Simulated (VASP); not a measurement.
# AlNi (Pm) in VASP: single point with PBE

Aim: the single point of AlNi with PBE.

All numbers are computed with VASP 6.6.1; they aren't measurements. Logs are shortened: lines on timing, memory, paths and dates and some standing lists are left out, and cuts for length are marked.

## (1) The cell of the first run

It takes space group Pm (No. 6, monoclinic). Conventional cell: a = 2.893 Å, b = 2.893 Å, c = 2.893 Å, α = 90.00°, β = 90.00°, γ = 90.00°. Within 3.2 Å of Al (site symmetry m) lie 8 Ni at 2.39 to 2.63 Å and 6 Al at 2.89 Å. Ni (site symmetry m) has 8 Al at 2.39 to 2.63 Å and 6 Ni at 2.89 Å within 3.2 Å.

## (2) Single point, PBE (atoms displaced along several vibrational modes)

INCAR

```
SYSTEM = AlNi
PREC = Accurate ; ENCUT = 520
EDIFF = 1E-6 ; ISMEAR = 0
SIGMA = 0.15 ; LREAL = .False.
LASPH = .True. ; NELM = 60
ALGO = Fast ; ISIF = 2
LWAVE = .False. ; LCHARG = .False.
GGA = PE ; NBANDS = 14
```

KPOINTS

```
Automatic mesh
0
Gamma
  16 16 16
  0 0 0
```

POSCAR

```
AlNi
1.0
    2.8927237805      0.0000000000      0.0000000000
    0.0000000000      2.8927237805      0.0000000000
    0.0000000000      0.0000000000      2.8927237805
Al Ni
1 1
Direct
   -0.0345694949     -0.0138277980      0.0000000000
    0.5158917043      0.5063566817      0.5000000000
```

Potentials or basis: VASP PAW PBE potentials, release 64 (Al, Ni).

Started as:

```bash
$ cat potpaw_PBE.64/Al/POTCAR potpaw_PBE.64/Ni/POTCAR > POTCAR
$ mpirun -np 1 vasp_std > vasp.out
```

OUTCAR:

```text
SYSTEM = AlNi
   PREC = Accurate
   ENCUT = 520
   EDIFF = 1E-6
   ISMEAR = 0
   LREAL = .False.
   LASPH = .True.
   NELM = 60
   ISIF = 2
   GGA = PE

 ion  position               nearest neighbor table
   1  0.965  0.986  0.000-   2 2.39   2 2.39   2 2.46   2 2.46   2 2.56   2 2.56   2 2.63   2 2.63

   2  0.516  0.506  0.500-   1 2.39   1 2.39   1 2.46   1 2.46   1 2.56   1 2.56   1 2.63   1 2.63

  LATTYP: Found a simple cubic cell.
 ALAT       =     2.8927237805

  Lattice vectors:

 A1 = (   2.8927237805,   0.0000000000,   0.0000000000)
 A2 = (   0.0000000000,   2.8927237805,   0.0000000000)
 A3 = (   0.0000000000,   0.0000000000,   2.8927237805)

Analysis of symmetry for initial positions (statically):
=====================================================================
 Subroutine PRICEL returns:
 Original cell was already a primitive cell.

 Routine SETGRP: Setting up the symmetry group for a
 simple cubic supercell.

 Subroutine GETGRP returns: Found  2 space group operations
 (whereof  2 operations were pure point group operations)
 out of a pool of 48 trial point group operations.

The static configuration has the point symmetry C_1h.

Analysis of symmetry for dynamics (positions and initial velocities):
=====================================================================
 Subroutine PRICEL returns:
 Original cell was already a primitive cell.

 Routine SETGRP: Setting up the symmetry group for a
 simple cubic supercell.

 Subroutine GETGRP returns: Found  2 space group operations
 (whereof  2 operations were pure point group operations)
 out of a pool of 48 trial point group operations.

The dynamic configuration has the point symmetry C_1h.

 Subroutine INISYM returns: Found  2 space group operations
 (whereof  2 operations are pure point group operations),
 and found     1 'primitive' translations

----------------------------------------------------------------------------------------

                                     Primitive cell

  volume of cell :      24.2059

  direct lattice vectors                    reciprocal lattice vectors
     2.892723780  0.000000000  0.000000000     0.345694949  0.000000000  0.000000000
     0.000000000  2.892723780  0.000000000     0.000000000  0.345694949  0.000000000
     0.000000000  0.000000000  2.892723780     0.000000000  0.000000000  0.345694949

  length of vectors
     2.892723780  2.892723780  2.892723780     0.345694949  0.345694949  0.345694949

  position of ions in fractional coordinates (direct lattice)
     0.965430505  0.986172202  0.000000000
     0.515891704  0.506356682  0.500000000

  ion indices of the primitive-cell ions
   primitive index   ion index
                 1           1
                 2           2

----------------------------------------------------------------------------------------

 KPOINTS: Automatic mesh

Automatic generation of k-mesh.
 Grid dimensions read from file:
 generate k-points for:   16   16   16

 Generating k-lattice:

  Cartesian coordinates                     Fractional coordinates (reciprocal lattice)
     0.021605934  0.000000000  0.000000000     0.062500000  0.000000000  0.000000000
     0.000000000  0.021605934  0.000000000     0.000000000  0.062500000  0.000000000
     0.000000000  0.000000000  0.021605934     0.000000000  0.000000000  0.062500000

  Length of vectors
     0.021605934  0.021605934  0.021605934

  Shift w.r.t. Gamma in fractional coordinates (k-lattice)
     0.000000000  0.000000000  0.000000000

 Subroutine IBZKPT returns following result:
 ===========================================

 Found   1170 irreducible k-points:

 Following reciprocal coordinates:
            Coordinates               Weight
  0.000000  0.000000  0.000000      1.000000
  0.062500  0.000000  0.000000      2.000000
  0.000000  0.062500  0.000000      2.000000
  0.000000  0.000000  0.062500      2.000000
  0.125000  0.000000  0.000000      2.000000
  0.000000  0.125000  0.000000      2.000000
[... 16 lines left out ...]
  0.500000  0.000000  0.000000      1.000000
  0.000000  0.500000  0.000000      1.000000
 [... further k-points ...]
   k-points           NKPTS =   1170   k-points in BZ     NKDIM =   1170   number of bands    NBANDS=     14
   number of dos      NEDOS =    301   number of ions     NIONS =      2
   total plane-waves  NPLWV =  13824
   dimension x,y,z NGX =    24 NGY =   24 NGZ =   24
   dimension x,y,z NGXF=    48 NGYF=   48 NGZF=   48
   ions per type =               1   1
   NGX,Y,Z   is equivalent  to a cutoff of  13.79, 13.79, 13.79 a.u.
   NGXF,Y,Z  is equivalent  to a cutoff of  27.59, 27.59, 27.59 a.u.
 SYSTEM =  AlNi
   PREC   = accura    normal or accurate (medium, high low for compatibility)
   ISTART =      0    job   : 0-new  1-cont  2-samecut
   ICHARG =      2    charge: 1-file 2-atom 10-const
   ISPIN  =      1    spin polarized calculation?
   LNONCOLLINEAR =      F non collinear calculations
   LSORBIT =      F    spin-orbit coupling
   LASPH  =      T    aspherical Exc in radial PAW
   ENCUT  =  520.0 eV  38.22 Ry    6.18 a.u.   5.38  5.38  5.38*2*pi/ulx,y,z
   NELM   =     60;   NELMIN=  2; NELMDL= -5     # of ELM steps
   EDIFF  = 0.1E-05   stopping-criterion for ELM
   LREAL  =      F    real-space projection
   EDIFFG = 0.1E-04   stopping-criterion for IOM
   NSW    =      0    number of steps for IOM
   IBRION =     -1    ionic relax: 0-MD 1-quasi-New 2-CG
   NFREE  =      0    steps in history (QN), initial steepest desc. (CG)
   ISIF   =      2    stress and relaxation
   ISYM   =      2    0-nonsym 1-usesym 2-fastsym
   POTIM  = 0.5000    time-step for ionic-motion
   TEBEG  =    0.0;   TEEND  =   0.0 temperature during run
   PSTRESS=    0.0 pullay stress
   NELECT =      13.0000    total number of electrons
   NUPDOWN=      -1.0000    fix difference up-down
   EMIN   =  10.00;   EMAX   =-10.00  energy-range for DOS
   EFERMI =   0.00;   METHOD = LEGACY
   ISMEAR =     0;   SIGMA  =   0.15  broadening in eV -4-tet -1-fermi 0-gaus
   EFERMI_NEDOS =   21; number of points for ismear=-14 and -15
   IALGO  =     68    algorithm
   IMIX   =      4    mixing-type and parameters
     AMIX     =   0.40;   BMIX     =  1.00
     AMIX_MAG =   1.60;   BMIX_MAG =  1.00
  volume/ion in A,a.u.               =      12.10        81.67
  Fermi-wavevector in a.u.,A,eV,Ry     =   1.330707  2.514671 24.092926  1.770780
  Thomas-Fermi vector in A             =   2.459773
   LORBIT       =      0    0 simple, 1 ext, 2 COOP (PROOUT), +10 PAW based schemes
   GGA     = PE    functional components
   LHFCALC =     F    Hartree Fock is set to
   AEXX    =    0.0000 exact exchange contribution
   IVDW    =     0    specifies the selected vdW correction
   LEPSILON=     F    determine dielectric tensor
   LRPA    =     F    only Hartree local field effects (RPA)
 non-spin polarized calculation
 RMM-DIIS sequential band-by-band and
 Gauss-broadening in eV      SIGMA  =   0.15
  energy-cutoff  :      520.00
  volume of cell :       24.21
 maximum number of plane-waves:       672
 NGX is ok and might be reduce to    24
   NGX = 11   NGY = 11   NGZ = 11

 number of electron      13.0000003 magnetization

 Free energy of the ion-electron system (eV)
  ---------------------------------------------------
  ext. energy  EPLUGINS =         0.00000000
  ---------------------------------------------------
  free energy    TOTEN  =       -10.47254210 eV

  energy without entropy =      -10.46376871  energy(sigma->0) =      -10.46815540

 E-fermi :   9.8598     XC(G=0): -11.9833

 val. band max:        9.8592413343   @ k =   0.3125   0.3750  -0.1250
 cond. band min:       9.8608680064   @ k =  -0.3125   0.3750   0.1250
 fundamental gap:      0.0016266722
 Fermi energy:         9.8598010793

 k-point     1 :       0.0000    0.0000    0.0000
  band No.  band energies     occupation
      1      -1.1812      2.00000
      2       6.6610      2.00000
      3       6.6808      2.00000
      4       8.3086      2.00000
      5       8.3353      2.00000
      6       8.3385      2.00000
      7      15.3081      0.00000
      8      15.3197      0.00000
      9      15.3500      0.00000
     10      17.9785      0.00000
     11      17.9843      0.00000
     12      23.2315      0.00000
     13      30.4418      0.00000
     14      30.4937      0.00000

 k-point     2 :       0.0625    0.0000    0.0000
  band No.  band energies     occupation
      1      -1.1100      2.00000
      2       6.6746      2.00000
      3       6.6784      2.00000
      4       8.2945      2.00000
      5       8.3047      2.00000
      6       8.3250      2.00000
      7      14.5455      0.00000
      8      15.4136      0.00000
      9      15.4210      0.00000
     10      17.9843      0.00000
     11      18.6968      0.00000
     12      23.4773      0.00000
     13      29.6695      0.00000
     14      29.6779      0.00000

 k-point     3 :       0.0000    0.0625    0.0000
  band No.  band energies     occupation
      1      -1.1099      2.00000
      2       6.6596      2.00000
      3       6.6938      2.00000
      4       8.2803      2.00000
      5       8.3048      2.00000
      6       8.3388      2.00000
      7      14.5202      0.00000
      8      15.4142      0.00000
      9      15.4577      0.00000
     10      17.9879      0.00000
     11      18.6741      0.00000
     12      23.4843      0.00000
     13      29.6823      0.00000
     14      29.7592      0.00000
[... 324 lines left out ...]
 k-point    23 :       0.5000    0.0000    0.0000
  band No.  band energies     occupation
      1       2.8808      2.00000
      2       3.2631      2.00000
      3       7.1204      2.00000
      4       7.6444      2.00000
      5       7.6502      2.00000
      6       8.4003      2.00000
      7       9.2257      2.00000
      8      18.1823      0.00000
      9      19.7182      0.00000
     10      19.7289      0.00000
     11      20.7141      0.00000
     12      20.7363      0.00000
     13      23.8305      0.00000
     14      25.1619      0.00000

 k-point    24 :       0.0000    0.5000    0.0000
  band No.  band energies     occupation
      1       2.9625      2.00000
      2       3.1848      2.00000
      3       7.1348      2.00000
      4       7.6186      2.00000
      5       7.6528      2.00000
      6       8.4151      2.00000
      7       9.2063      2.00000
      8      18.1641      0.00000
      9      19.8173      0.00000
     10      19.8997      0.00000
     11      20.5131      0.00000
     12      20.6626      0.00000
     13      24.1004      0.00000
     14      24.9081      0.00000

 [... further k-points ...]
[... 5 lines left out ...]
  --------------------------------------------------------------------------------------
  -------------------------------------------------------------------------------------
  Total        0.1374659      0.2657128      0.2934642      0.1784687      0.0000000      0.0000000
  in kB        9.0988083     17.5874236     19.4242760     11.8127727      0.0000000      0.0000000
  external PRESSURE =      15.3701693 kB  Pullay stress =       0.0000000 kB

 VOLUME and BASIS-vectors are now :
 -----------------------------------------------------------------------------
  energy-cutoff  :      520.00
  volume of cell :       24.21
      direct lattice vectors                 reciprocal lattice vectors
     2.892723780  0.000000000  0.000000000     0.345694949  0.000000000  0.000000000
     0.000000000  2.892723780  0.000000000     0.000000000  0.345694949  0.000000000
     0.000000000  0.000000000  2.892723780     0.000000000  0.000000000  0.345694949

 POSITION                                       TOTAL-FORCE (eV/Angst)
 -----------------------------------------------------------------------------------
      2.79272      2.85272      0.00000         0.841828      0.356855      0.000000
      1.49233      1.46475      1.44636        -0.841828     -0.356855      0.000000
 -----------------------------------------------------------------------------------
    total drift:                                0.000027     -0.000326     -0.000000

  FREE ENERGIE OF THE ION-ELECTRON SYSTEM (eV)
  ---------------------------------------------------
  free  energy   TOTEN  =       -10.4725420990 eV

  energy  without entropy=      -10.4637687078  energy(sigma->0) =      -10.46815540
```

Wall time 4.1 min (1 thread of Intel Xeon Platinum 8259CL at 2.50GHz (Skylake/Cascade Lake), shared host); peak memory 0.49 GiB.

What came out:

```
Free energy            : -10.4725 eV
Pressure               : 1.5 GPa
Largest force          : 0.914 eV/Å
Band gap on the k mesh : zero (an odd number of electrons rules out a gap without spin polarisation)
```

Forces in eV/Å, atoms in the order of the input:
```
Al   0.842  0.357  0.000
Ni  -0.842 -0.357  0.000
```

Stress tensor (GPa, compression positive):
```
0.91 1.18 0.00
1.18 1.76 0.00
0.00 0.00 1.94
```

Levels at points of the mesh, in eV from the Fermi level:
```csv
k point,band 5,band 6,band 7,band 8,band 9,band 10
"(0.00, 0.00, 0.00)",-1.52,-1.52,5.45,5.46,5.49,8.12
"(0.50, 0.00, 0.00)",-2.21,-1.46,-0.63,8.32,9.86,9.87
"(0.00, 0.50, 0.00)",-2.21,-1.44,-0.65,8.30,9.96,10.04
"(0.00, 0.00, 0.50)",-2.21,-1.44,-0.66,8.30,9.99,10.07
"(0.50, 0.50, 0.00)",-2.08,-2.04,-1.01,1.47,2.39,12.18
"(0.00, 0.50, 0.50)",-1.99,-1.98,-1.01,1.44,2.39,12.23
"(0.50, 0.00, 0.50)",-2.06,-2.03,-1.01,1.46,2.39,12.19
"(0.50, 0.50, 0.50)",-0.98,1.95,1.96,2.04,3.39,4.43
```

Caveat: the cell differs from its parent crystal (atoms displaced along several vibrational modes). Spin polarisation is off, so any magnetic state and its effect on volume and gap are missing.
